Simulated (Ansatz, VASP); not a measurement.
SiO2: VASP beside Ansatz

```
CELL_PARAMETERS angstrom
4.97170 0.00000 0.00000
0.00000 4.97170 0.00000
0.00000 0.00000 6.92230
ATOMIC_POSITIONS crystal
Si 0.30536 0.30536 0.00000
Si 0.19464 0.80536 0.25000
Si 0.69464 0.69464 0.50000
Si 0.80536 0.19464 0.75000
O 0.23669 0.11677 0.18542
O 0.38323 0.73669 0.43542
O 0.76331 0.88323 0.68542
O 0.61677 0.26331 0.93542
O 0.73669 0.38323 0.56458
O 0.88323 0.76331 0.31458
O 0.26331 0.61677 0.06458
O 0.11677 0.23669 0.81458
```

Alike in both runs: task electric field gradients; functional r2SCAN; k mesh 5 × 5 × 4; occupations fermi-dirac, width 0.02 eV; no spin polarisation.

|  | VASP | Ansatz |
| --- | --- | --- |
| version | VASP 6.6.1 | Ansatz 0.2.0 |
| potentials or method | VASP PAW PBE potentials, release 64 (Si, O) | plane-wave PAW, scalar-relativistic |
| plane-wave cutoff (eV) | 520 | 500 |
| valence electrons in the cell | 64 | 64 |

Ansatz gave:

* gap on the k mesh at the Fermi level (eV): 6.26
* pressure (GPa): -3.8
* traceless stress, the component that is largest in VASP (GPa): -0.46
* rms of the force components (eV/Å): 0.149
* size of Vzz on the site where it differs most (V/Å²): 96.6

**Question.** Estimate VASP's values.

**Answer.** gap on the k mesh at the Fermi level (eV): 6.26; pressure (GPa): -3.3; traceless stress, the component that is largest in VASP (GPa): -0.49; rms of the force components (eV/Å): 0.142; size of Vzz on the site where it differs most (V/Å²): 88.6.

VASP's potentials were made for PBE, not for r2SCAN. Atom by atom the forces differ by 0.013 eV/Å (rms over components). With one functional, cell and mesh, what is left measures potentials, basis and numerics.
